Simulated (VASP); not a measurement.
# Ir (Fm-3m) in VASP: single point with LDA

Aim: the single point of Ir with LDA.

All numbers are computed with VASP 6.6.1; they aren't measurements. Logs are shortened: lines on timing, memory, paths and dates and some standing lists are left out, and cuts for length are marked.

### 1 The cell of the first run

Symmetry: Fm-3m, No. 225, cubic system. Conventional cell: a = 3.839 Å, b = 3.839 Å, c = 3.839 Å, α = 90.00°, β = 90.00°, γ = 90.00°. Within 3.6 Å of Ir (site symmetry m-3m) lie 12 Ir at 2.71 Å.

### 2 Single point, LDA

Input file INCAR:

```
SYSTEM = Ir
  PREC = Accurate
  ENCUT = 500
  EDIFF = 1E-6
  ISMEAR = 0
  SIGMA = 0.1
  LREAL = .FALSE.
  LASPH = .TRUE.
  NELM = 120
  ALGO = Normal
  ISIF = 2
  LWAVE = .FALSE.
  LCHARG = .FALSE.
  NBANDS = 10
  GGA_COMPAT = .FALSE.
```

Input file KPOINTS:

```
regular mesh
0
G
  8 8 8
  0 0 0
```

Input file POSCAR:

```
Ir
1.0
    0.0000000000      1.9197000000      1.9197000000
    1.9197000000      0.0000000000      1.9197000000
    1.9197000000      1.9197000000      0.0000000000
Ir
1
Direct
    0.0000000000      0.0000000000      0.0000000000
```

Potentials or basis: VASP PAW LDA potentials, release 64 (Ir).

Started as:

```console
> cat potpaw_LDA.64/Ir/POTCAR > POTCAR
> mpirun -np 1 vasp_std > vasp.out
```

OUTCAR:

```text
SYSTEM = Ir
   PREC = Accurate
   ENCUT = 500
   EDIFF = 1E-6
   ISMEAR = 0
   LREAL = .FALSE.
   LASPH = .TRUE.
   NELM = 120
   ISIF = 2

 ion  position               nearest neighbor table
   1  0.000  0.000  0.000-

  LATTYP: Found a face centered cubic cell.
 ALAT       =     3.8394000000

  Lattice vectors:

 A1 = (   0.0000000000,   1.9197000000,   1.9197000000)
 A2 = (   1.9197000000,   0.0000000000,   1.9197000000)
 A3 = (   1.9197000000,   1.9197000000,   0.0000000000)

Analysis of symmetry for initial positions (statically):
=====================================================================
 Subroutine PRICEL returns:
 Original cell was already a primitive cell.

 Routine SETGRP: Setting up the symmetry group for a
 face centered cubic supercell.

 Subroutine GETGRP returns: Found 48 space group operations
 (whereof 48 operations were pure point group operations)
 out of a pool of 48 trial point group operations.

The static configuration has the point symmetry O_h .

Analysis of symmetry for dynamics (positions and initial velocities):
=====================================================================
 Subroutine PRICEL returns:
 Original cell was already a primitive cell.

 Routine SETGRP: Setting up the symmetry group for a
 face centered cubic supercell.

 Subroutine GETGRP returns: Found 48 space group operations
 (whereof 48 operations were pure point group operations)
 out of a pool of 48 trial point group operations.

The dynamic configuration has the point symmetry O_h .

 Subroutine INISYM returns: Found 48 space group operations
 (whereof 48 operations are pure point group operations),
 and found     1 'primitive' translations

----------------------------------------------------------------------------------------

                                     Primitive cell

  volume of cell :      14.1491

  direct lattice vectors                    reciprocal lattice vectors
     0.000000000  1.919700000  1.919700000    -0.260457363  0.260457363  0.260457363
     1.919700000  0.000000000  1.919700000     0.260457363 -0.260457363  0.260457363
     1.919700000  1.919700000  0.000000000     0.260457363  0.260457363 -0.260457363

  length of vectors
     2.714865776  2.714865776  2.714865776     0.451125386  0.451125386  0.451125386

  position of ions in fractional coordinates (direct lattice)
     0.000000000  0.000000000  0.000000000

  ion indices of the primitive-cell ions
   primitive index   ion index
                 1           1

----------------------------------------------------------------------------------------

 KPOINTS: regular mesh

Automatic generation of k-mesh.
 Grid dimensions read from file:
 generate k-points for:    8    8    8

 Generating k-lattice:

  Cartesian coordinates                     Fractional coordinates (reciprocal lattice)
    -0.032557170  0.032557170  0.032557170     0.125000000  0.000000000  0.000000000
     0.032557170 -0.032557170  0.032557170     0.000000000  0.125000000  0.000000000
     0.032557170  0.032557170 -0.032557170     0.000000000  0.000000000  0.125000000

  Length of vectors
     0.056390673  0.056390673  0.056390673

  Shift w.r.t. Gamma in fractional coordinates (k-lattice)
     0.000000000  0.000000000  0.000000000

 Subroutine IBZKPT returns following result:
 ===========================================

 Found     29 irreducible k-points:

 Following reciprocal coordinates:
            Coordinates               Weight
  0.000000  0.000000  0.000000      1.000000
  0.125000  0.000000  0.000000      8.000000
  0.250000  0.000000  0.000000      8.000000
  0.375000  0.000000  0.000000      8.000000
  0.500000  0.000000  0.000000      4.000000
  0.125000  0.125000  0.000000      6.000000
[... 16 lines left out ...]
  0.500000  0.250000  0.125000     48.000000
 -0.375000  0.250000  0.125000     24.000000
 [... further k-points ...]
   k-points           NKPTS =     29   k-points in BZ     NKDIM =     29   number of bands    NBANDS=     10
   number of dos      NEDOS =    301   number of ions     NIONS =      1
   total plane-waves  NPLWV =   8000
   dimension x,y,z NGX =    20 NGY =   20 NGZ =   20
   dimension x,y,z NGXF=    40 NGYF=   40 NGZF=   40
   ions per type =               1
   NGX,Y,Z   is equivalent  to a cutoff of  12.25, 12.25, 12.25 a.u.
   NGXF,Y,Z  is equivalent  to a cutoff of  24.49, 24.49, 24.49 a.u.
 SYSTEM =  Ir
   PREC   = accura    normal or accurate (medium, high low for compatibility)
   ISTART =      0    job   : 0-new  1-cont  2-samecut
   ICHARG =      2    charge: 1-file 2-atom 10-const
   ISPIN  =      1    spin polarized calculation?
   LNONCOLLINEAR =      F non collinear calculations
   LSORBIT =      F    spin-orbit coupling
   LASPH  =      T    aspherical Exc in radial PAW
   ENCUT  =  500.0 eV  36.75 Ry    6.06 a.u.   4.95  4.95  4.95*2*pi/ulx,y,z
   NELM   =    120;   NELMIN=  2; NELMDL= -5     # of ELM steps
   EDIFF  = 0.1E-05   stopping-criterion for ELM
   LREAL  =      F    real-space projection
   EDIFFG = 0.1E-04   stopping-criterion for IOM
   NSW    =      0    number of steps for IOM
   IBRION =     -1    ionic relax: 0-MD 1-quasi-New 2-CG
   NFREE  =      0    steps in history (QN), initial steepest desc. (CG)
   ISIF   =      2    stress and relaxation
   ISYM   =      2    0-nonsym 1-usesym 2-fastsym
   POTIM  = 0.5000    time-step for ionic-motion
   TEBEG  =    0.0;   TEEND  =   0.0 temperature during run
   PSTRESS=    0.0 pullay stress
   NELECT =       9.0000    total number of electrons
   NUPDOWN=      -1.0000    fix difference up-down
   EMIN   =  10.00;   EMAX   =-10.00  energy-range for DOS
   EFERMI =   0.00;   METHOD = LEGACY
   ISMEAR =     0;   SIGMA  =   0.10  broadening in eV -4-tet -1-fermi 0-gaus
   EFERMI_NEDOS =   21; number of points for ismear=-14 and -15
   IALGO  =     38    algorithm
   IMIX   =      4    mixing-type and parameters
     AMIX     =   0.40;   BMIX     =  1.00
     AMIX_MAG =   1.60;   BMIX_MAG =  1.00
  volume/ion in A,a.u.               =      14.15        95.48
  Fermi-wavevector in a.u.,A,eV,Ry     =   1.407923  2.660589 26.970118  1.982248
  Thomas-Fermi vector in A             =   2.530133
   LORBIT       =      0    0 simple, 1 ext, 2 COOP (PROOUT), +10 PAW based schemes
   GGA     = CA    functional components
   LHFCALC =     F    Hartree Fock is set to
   AEXX    =    0.0000 exact exchange contribution
   IVDW    =     0    specifies the selected vdW correction
   LEPSILON=     F    determine dielectric tensor
   LRPA    =     F    only Hartree local field effects (RPA)
 non-spin polarized calculation
 Gauss-broadening in eV      SIGMA  =   0.10
  energy-cutoff  :      500.00
  volume of cell :       14.15
 maximum number of plane-waves:       370
   NGX =  9   NGY =  9   NGZ =  9

 number of electron       9.0000000 magnetization

 Free energy of the ion-electron system (eV)
  ---------------------------------------------------
  ext. energy  EPLUGINS =         0.00000000
  ---------------------------------------------------
  free energy    TOTEN  =       -10.24716241 eV

  energy without entropy =      -10.23806742  energy(sigma->0) =      -10.24261491

 E-fermi :  10.3564     XC(G=0): -14.1383

 val. band max:       10.3104770999   @ k =  -0.3750   0.1250   0.0000
 cond. band min:      10.3709216328   @ k =  -0.3750   0.2500   0.0000
 fundamental gap:      0.0604445329
 Fermi energy:        10.3563871348

 k-point     1 :       0.0000    0.0000    0.0000
  band No.  band energies     occupation
      1      -0.7977      2.00000
      2       6.3881      2.00000
      3       6.3881      2.00000
      4       6.3881      2.00000
      5       9.1324      2.00000
      6       9.1324      2.00000
      7      24.6378      0.00000
      8      30.1973      0.00000
      9      30.1973      0.00000
     10      30.1973      0.00000

 k-point     2 :       0.1250    0.0000    0.0000
  band No.  band energies     occupation
      1      -0.1250      2.00000
      2       6.0707      2.00000
      3       6.6539      2.00000
      4       6.6539      2.00000
      5       8.9879      2.00000
      6       8.9879      2.00000
      7      25.7430      0.00000
      8      27.6398      0.00000
      9      31.3138      0.00000
     10      31.3138      0.00000

 k-point     3 :       0.2500    0.0000    0.0000
  band No.  band energies     occupation
      1       1.4057      2.00000
      2       5.8963      2.00000
      3       6.8453      2.00000
      4       6.8453      2.00000
      5       9.3018      2.00000
      6       9.3018      2.00000
      7      24.1166      0.00000
      8      27.1031      0.00000
      9      34.0091      0.00000
     10      34.0168      0.00000

 k-point     4 :       0.3750    0.0000    0.0000
  band No.  band energies     occupation
      1       2.1708      2.00000
      2       6.5029      2.00000
      3       6.5029      2.00000
      4       7.6408      2.00000
      5      10.5108      0.02899
      6      10.5108      0.02899
      7      20.2437      0.00000
      8      25.1197      0.00000
      9      31.7200      0.00000
     10      31.7200      0.00000
[... 222 lines left out ...]
 k-point    22 :       0.3750    0.2500    0.1250
  band No.  band energies     occupation
      1       2.8077      2.00000
      2       4.7458      2.00000
      3       6.3306      2.00000
      4       8.4141      2.00000
      5       8.5139      2.00000
      6      11.1066      0.00000
      7      24.6496      0.00000
      8      27.3381      0.00000
      9      28.9160      0.00000
     10      30.9270      0.00000

 k-point    23 :       0.5000    0.2500    0.1250
  band No.  band energies     occupation
      1       3.6532      2.00000
      2       5.3195      2.00000
      3       5.6956      2.00000
      4       8.0454      2.00000
      5      10.1506      1.99639
      6      13.1868      0.00000
      7      20.5661      0.00000
      8      25.8138      0.00000
      9      27.1504      0.00000
     10      31.7664      0.00000

 k-point    24 :      -0.3750    0.2500    0.1250
  band No.  band energies     occupation
      1       3.6674      2.00000
      2       5.0769      2.00000
      3       6.6971      2.00000
      4       7.7282      2.00000
      5      10.8807      0.00000
      6      15.5116      0.00000
      7      16.9693      0.00000
      8      26.0947      0.00000
      9      26.2136      0.00000
     10      30.1004      0.00000

 [... further k-points ...]
[... 5 lines left out ...]
  --------------------------------------------------------------------------------------
  -------------------------------------------------------------------------------------
  Total       -0.4223311     -0.4223311     -0.4223311     -0.0000000     -0.0000000     -0.0000000
  in kB      -47.8226428    -47.8226428    -47.8226428     -0.0000000     -0.0000000     -0.0000000
  external PRESSURE =     -47.8226428 kB  Pullay stress =       0.0000000 kB

 VOLUME and BASIS-vectors are now :
 -----------------------------------------------------------------------------
  energy-cutoff  :      500.00
  volume of cell :       14.15
      direct lattice vectors                 reciprocal lattice vectors
     0.000000000  1.919700000  1.919700000    -0.260457363  0.260457363  0.260457363
     1.919700000  0.000000000  1.919700000     0.260457363 -0.260457363  0.260457363
     1.919700000  1.919700000  0.000000000     0.260457363  0.260457363 -0.260457363

 POSITION                                       TOTAL-FORCE (eV/Angst)
 -----------------------------------------------------------------------------------
      0.00000      0.00000      0.00000         0.000000      0.000000      0.000000
 -----------------------------------------------------------------------------------
    total drift:                                0.000000     -0.000000     -0.000000

  FREE ENERGIE OF THE ION-ELECTRON SYSTEM (eV)
  ---------------------------------------------------
  free  energy   TOTEN  =       -10.2471624064 eV

  energy  without entropy=      -10.2380674163  energy(sigma->0) =      -10.24261491
```

Run time: 7.7 s. Hardware: 1 thread of Intel Xeon 8259CL, shared host; peak memory 0.12 GiB.

Results:

| Property | Result |
| --- | --- |
| Free energy | -10.2472 eV |
| Pressure | -4.8 GPa |

Caveat: spin-orbit coupling is left out, which moves the levels of the heavy elements.
